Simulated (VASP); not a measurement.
# Mg2ZnS3 (P4/mmm) in VASP: a series of runs

The runs below take Mg2ZnS3 through single point, relaxation of cell and atoms, with PBE.

All numbers are computed with VASP 6.6.1; they aren't measurements. Logs are shortened: lines on timing, memory, paths and dates and some standing lists are left out, and cuts for length are marked.

## 1. The cell of the first run

The structure is tetragonal, space group P4/mmm (No. 123). The conventional cell has a = 3.572 Å, b = 3.572 Å, c = 10.565 Å, α = 90.00°, β = 90.00°, γ = 90.00°. Within 3.0 Å of Mg (site symmetry 4mm) lie 5 S at 2.30 to 2.65 Å. Zn (site symmetry 4/mmm) has 2 S at 2.20 Å within 2.9 Å. Within 3.0 Å of S (site symmetry 4/mmm) lie 2 Mg at 2.30 Å. S (site symmetry 4mm) has 1 Zn at 2.20 Å and 4 Mg at 2.65 Å within 2.9 Å.

The cell was generated, and may not be a known phase.

## 2. Single point, PBE

File INCAR:

```
PREC = Accurate
ENCUT = 520
EDIFF = 1E-6
ISMEAR = 0
SIGMA = 0.1
LREAL = False
LASPH = True
NELM = 100
ALGO = Normal
ISIF = 2
LWAVE = False
LCHARG = False
GGA = PE
NBANDS = 26
```

File KPOINTS:

```
Automatic mesh
0
Gamma
  10 10 4
```

File POSCAR:

```
Mg2ZnS3
1.0
    3.5722586674      0.0000000000      0.0000000000
    0.0000000000      3.5722586674      0.0000000000
    0.0000000000      0.0000000000     10.5654590763
Mg Zn S
2 1 3
Direct
    0.0000000000      0.0000000000      0.7822495469
    0.0000000000      0.0000000000      0.2177504531
    0.5000000000      0.5000000000      0.5000000000
    0.0000000000      0.0000000000      0.0000000000
    0.5000000000      0.5000000000      0.2920236192
    0.5000000000      0.5000000000      0.7079763808
```

Potentials or basis: VASP PAW PBE potentials, release 64 (Mg, Zn, S).

The run is started by

```
cat potpaw_PBE.64/Mg/POTCAR potpaw_PBE.64/Zn/POTCAR potpaw_PBE.64/S/POTCAR > POTCAR
mpirun -np 1 vasp_std > vasp.out
```

OUTCAR:

```text
PREC = Accurate
   ENCUT = 520
   EDIFF = 1E-6
   ISMEAR = 0
   LREAL = False
   LASPH = True
   NELM = 100
   ISIF = 2
   GGA = PE

 ion  position               nearest neighbor table
   1  0.000  0.000  0.782-   4 2.30   6 2.65   6 2.65   6 2.65   6 2.65
   2  0.000  0.000  0.218-   4 2.30   5 2.65   5 2.65   5 2.65   5 2.65
   3  0.500  0.500  0.500-   5 2.20   6 2.20
   4  0.000  0.000  0.000-   1 2.30   2 2.30
   5  0.500  0.500  0.292-   3 2.20   2 2.65   2 2.65   2 2.65   2 2.65
   6  0.500  0.500  0.708-   3 2.20   1 2.65   1 2.65   1 2.65   1 2.65

  LATTYP: Found a simple tetragonal cell.
 ALAT       =     3.5722586674
 C/A-ratio  =     2.9576411061

  Lattice vectors:

 A1 = (   3.5722586674,   0.0000000000,   0.0000000000)
 A2 = (   0.0000000000,   3.5722586674,   0.0000000000)
 A3 = (   0.0000000000,   0.0000000000,  10.5654590763)

Analysis of symmetry for initial positions (statically):
=====================================================================
 Subroutine PRICEL returns:
 Original cell was already a primitive cell.

 Routine SETGRP: Setting up the symmetry group for a
 simple tetragonal supercell.

 Subroutine GETGRP returns: Found 16 space group operations
 (whereof 16 operations were pure point group operations)
 out of a pool of 16 trial point group operations.

The static configuration has the point symmetry D_4h.

Analysis of symmetry for dynamics (positions and initial velocities):
=====================================================================
 Subroutine PRICEL returns:
 Original cell was already a primitive cell.

 Routine SETGRP: Setting up the symmetry group for a
 simple tetragonal supercell.

 Subroutine GETGRP returns: Found 16 space group operations
 (whereof 16 operations were pure point group operations)
 out of a pool of 16 trial point group operations.

The dynamic configuration has the point symmetry D_4h.

 Subroutine INISYM returns: Found 16 space group operations
 (whereof 16 operations are pure point group operations),
 and found     1 'primitive' translations

----------------------------------------------------------------------------------------

                                     Primitive cell

  volume of cell :     134.8262

  direct lattice vectors                    reciprocal lattice vectors
[... 97 lines left out ...]
   EDIFFG = 0.1E-04   stopping-criterion for IOM
   NSW    =      0    number of steps for IOM
   IBRION =     -1    ionic relax: 0-MD 1-quasi-New 2-CG
   NFREE  =      0    steps in history (QN), initial steepest desc. (CG)
   ISIF   =      2    stress and relaxation
   ISYM   =      2    0-nonsym 1-usesym 2-fastsym
   POTIM  = 0.5000    time-step for ionic-motion
   TEBEG  =    0.0;   TEEND  =   0.0 temperature during run
   PSTRESS=    0.0 pullay stress
   NELECT =      34.0000    total number of electrons
   NUPDOWN=      -1.0000    fix difference up-down
   EMIN   =  10.00;   EMAX   =-10.00  energy-range for DOS
   EFERMI =   0.00;   METHOD = LEGACY
   ISMEAR =     0;   SIGMA  =   0.10  broadening in eV -4-tet -1-fermi 0-gaus
   EFERMI_NEDOS =   21; number of points for ismear=-14 and -15
   IALGO  =     38    algorithm
   IMIX   =      4    mixing-type and parameters
     AMIX     =   0.40;   BMIX     =  1.00
     AMIX_MAG =   1.60;   BMIX_MAG =  1.00
  volume/ion in A,a.u.               =      22.47       151.64
  Fermi-wavevector in a.u.,A,eV,Ry     =   1.034292  1.954528 14.554962  1.069760
  Thomas-Fermi vector in A             =   2.168580
   LORBIT       =      0    0 simple, 1 ext, 2 COOP (PROOUT), +10 PAW based schemes
   GGA     = PE    functional components
   LHFCALC =     F    Hartree Fock is set to
   AEXX    =    0.0000 exact exchange contribution
   IVDW    =     0    specifies the selected vdW correction
   LEPSILON=     F    determine dielectric tensor
   LRPA    =     F    only Hartree local field effects (RPA)
 non-spin polarized calculation
 Gauss-broadening in eV      SIGMA  =   0.10
  energy-cutoff  :      520.00
  volume of cell :      134.83
 maximum number of plane-waves:      3662
 NGX is ok and might be reduce to    28
   NGX = 13   NGY = 13   NGZ = 39

 number of electron      33.9999988 magnetization

 Free energy of the ion-electron system (eV)
  ---------------------------------------------------
  ext. energy  EPLUGINS =         0.00000000
  ---------------------------------------------------
  free energy    TOTEN  =       -20.51665165 eV

  energy without entropy =      -20.50062908  energy(sigma->0) =      -20.50864037

 E-fermi :   3.2892     XC(G=0):  -8.7541

 val. band max:        3.2882537137   @ k =   0.4000   0.1000   0.2500
 cond. band min:       3.2907901790   @ k =   0.1000   0.0000   0.2500
 fundamental gap:      0.0025364653
 Fermi energy:         3.2892096834

 k-point     1 :       0.0000    0.0000    0.0000
  band No.  band energies     occupation
      1     -11.4098      2.00000
      2     -11.1011      2.00000
      3      -8.5768      2.00000
      4      -5.5176      2.00000
      5      -5.2541      2.00000
      6      -5.2211      2.00000
[... 685 lines left out ...]
     25       8.9043      0.00000
     26       9.3915      0.00000

 [... further k-points ...]

------------------------ aborting loop because EDIFF is reached ----------------------------------------

  FORCE on cell =-STRESS in cart. coord.  units (eV):
  Direction    XX          YY          ZZ          XY          YZ          ZX
  --------------------------------------------------------------------------------------
  -------------------------------------------------------------------------------------
  Total       -0.1269080     -0.1269080      0.0519857      0.0000000      0.0000000     -0.0000000
  in kB       -1.5080837     -1.5080837      0.6177606      0.0000000      0.0000000     -0.0000000
  external PRESSURE =      -0.7994689 kB  Pullay stress =       0.0000000 kB

 VOLUME and BASIS-vectors are now :
 -----------------------------------------------------------------------------
  energy-cutoff  :      520.00
  volume of cell :      134.83
      direct lattice vectors                 reciprocal lattice vectors
     3.572258667  0.000000000  0.000000000     0.279934936  0.000000000  0.000000000
     0.000000000  3.572258667  0.000000000     0.000000000  0.279934936  0.000000000
     0.000000000  0.000000000 10.565459076     0.000000000  0.000000000  0.094648041

 POSITION                                       TOTAL-FORCE (eV/Angst)
 -----------------------------------------------------------------------------------
      0.00000      0.00000      8.26483        -0.000000      0.000000      0.005403
      0.00000      0.00000      2.30063        -0.000000      0.000000     -0.005403
      1.78613      1.78613      5.28273        -0.000000      0.000000     -0.000000
      0.00000      0.00000      0.00000        -0.000000      0.000000     -0.000000
      1.78613      1.78613      3.08536         0.000000     -0.000000     -0.033912
      1.78613      1.78613      7.48010        -0.000000     -0.000000      0.033912
 -----------------------------------------------------------------------------------
    total drift:                                0.000000      0.000000      0.000000

  FREE ENERGIE OF THE ION-ELECTRON SYSTEM (eV)
  ---------------------------------------------------
  free  energy   TOTEN  =       -20.5166516499 eV

  energy  without entropy=      -20.5006290805  energy(sigma->0) =      -20.50864037
```

stdout:

```text
POSCAR found type information on POSCAR MgZnS
 POSCAR found :  3 types and       6 ions
 scaLAPACK will be used
 LDA part: xc-table for (Slater+PW92), standard interpolation
 POSCAR, INCAR and KPOINTS ok, starting setup
 FFT: planning ... GRIDC
 FFT: planning ... GRID_SOFT
 FFT: planning ... GRID
 WAVECAR not read
 entering main loop
```

Run time: 10 min. Hardware: 1 thread of Intel Xeon 8259CL, shared host; peak memory 0.38 GiB.

Results:

* Free energy: -20.5167 eV
* Pressure: -0.1 GPa
* Largest force: 0.034 eV/Å
* Band gap on the k mesh: zero (bands 17 and 18 overlap by 0.23 eV)

Forces in eV/Å, atoms in the order of the input:
```
Mg   0.000  0.000  0.005
Mg   0.000  0.000 -0.005
Zn   0.000  0.000  0.000
S    0.000  0.000  0.000
S    0.000  0.000 -0.034
S    0.000  0.000  0.034
```

Caveat: semilocal functionals underestimate gaps, and a narrow one can read as zero.

## 3. Relaxation of cell and atoms, PBE

File INCAR:

```
PREC     = Accurate       # precision mode
ENCUT    = 600            # plane-wave cutoff, eV
EDIFF    = 1E-6           # SCF threshold, eV
ISMEAR   = 0              # smearing method
SIGMA    = 0.1            # smearing width, eV
LREAL    = False          # projectors in reciprocal space
LASPH    = True           # aspherical terms in the spheres
NELM     = 100            # most SCF steps
ALGO     = Normal         # electronic algorithm
ISIF     = 3              # what is computed and relaxed
LWAVE    = False          # write WAVECAR
LCHARG   = False          # write CHGCAR
GGA      = PE             # functional
IBRION   = 2              # ionic algorithm
NSW      = 90             # ionic steps
EDIFFG   = -0.04          # ionic threshold
```

File KPOINTS:

```
Automatic mesh
0
Gamma
  6 6 2
```

File POSCAR:

```
Mg2ZnS3
1.0
    3.5730750563      0.0000000000      0.0000000000
    0.0000000000      3.5730750563      0.0000000000
    0.0000000000      0.0000000000     10.5529665841
Mg Zn S
2 1 3
Direct
    0.0000000000      0.0000000000      0.7814887950
    0.0000000000      0.0000000000      0.2185112050
    0.5000000000      0.5000000000      0.5000000000
    0.0000000000      0.0000000000      0.0000000000
    0.5000000000      0.5000000000      0.2921029346
    0.5000000000      0.5000000000      0.7078970654
```

Potentials or basis: VASP PAW PBE potentials, release 64 (Mg, Zn, S).

The run is started by

```
cat potpaw_PBE.64/Mg/POTCAR potpaw_PBE.64/Zn/POTCAR potpaw_PBE.64/S/POTCAR > POTCAR
mpirun -np 1 vasp_std > vasp.out
```

Wall time 6.4 min (1 thread of Intel Xeon 8259CL, shared host); peak memory 0.31 GiB.

Results (log left out):

```yaml
Free_energy: -20.5370 eV
Relaxed_volume: 22.40 Å³/atom
Relaxed_cell: a = 3.565 Å, b = 3.565 Å, c = 10.574 Å, α = 90.00°, β = 90.00°, γ = 90.00°
Space_group_after_relaxing_to_0.1_Å: P4/mmm (No. 123)
Energy_gained_by_relaxing: 0.3 meV/atom
Ionic_steps: 2
Pressure_after_relaxing: -0.2 GPa
Largest_force_after_relaxing: 0.038 eV/Å
Band_gap_on_the_k_mesh: zero (bands 17 and 18 overlap by 0.24 eV)
```

Forces in eV/Å, atoms in the order of the input:
```
Mg   0.000  0.000  0.038
Mg   0.000  0.000 -0.038
Zn   0.000  0.000  0.000
S    0.000  0.000  0.000
S    0.000  0.000 -0.009
S    0.000  0.000  0.009
```

Stress tensor (GPa, compression positive):
```
-0.20  0.00  0.00
 0.00 -0.20  0.00
 0.00  0.00 -0.06
```

Step by step:
```csv
step,energy change (eV),largest force (eV/Å),pressure (GPa),volume (Å³)
1,0.0000,0.0735,-0.12,134.73
2,-0.0016,0.0377,-0.15,134.40
```

Final structure:
```yaml
crystal:
  lattice:
    - [3.56527, 0.00000, 0.00000]
    - [0.00000, 3.56527, 0.00000]
    - [0.00000, 0.00000, 10.57352]
  atoms:
    - { symbol: Mg, position: [0.00000, 0.00000, 0.78164] }
    - { symbol: Mg, position: [0.00000, 0.00000, 0.21836] }
    - { symbol: Zn, position: [0.50000, 0.50000, 0.50000] }
    - { symbol: S, position: [0.00000, 0.00000, 0.00000] }
    - { symbol: S, position: [0.50000, 0.50000, 0.29177] }
    - { symbol: S, position: [0.50000, 0.50000, 0.70823] }
```

Levels at points of the mesh, in eV from the Fermi level:
| k point | band 14 | band 15 | band 16 | band 17 | band 18 | band 19 | band 20 | band 21 |
| --- | --- | --- | --- | --- | --- | --- | --- | --- |
| (0.00, 0.00, 0.00) | -2.84 | -2.84 | -0.43 | -0.08 | -0.08 | 1.78 | 2.03 | 3.80 |
| (0.50, 0.00, 0.00) | -2.67 | -2.60 | -2.44 | -0.59 | 0.19 | 1.58 | 3.62 | 4.20 |
| (0.50, 0.50, 0.00) | -4.05 | -3.00 | -2.09 | -2.09 | 0.24 | 1.11 | 1.14 | 1.14 |
| (0.00, 0.00, 0.50) | -2.85 | -2.85 | -0.07 | -0.07 | 0.26 | 1.35 | 2.12 | 3.88 |
| (0.50, 0.00, 0.50) | -2.67 | -2.44 | -2.34 | -0.29 | 0.19 | 1.08 | 3.19 | 4.23 |
| (0.50, 0.50, 0.50) | -4.06 | -3.00 | -2.03 | -2.03 | 0.62 | 0.62 | 0.91 | 0.91 |

Caveat: semilocal functionals underestimate gaps, and a narrow one can read as zero.

(Continued in part 2 of 2.)

The gap in the log of VASP goes by the Fermi energy; the results here count the filled bands.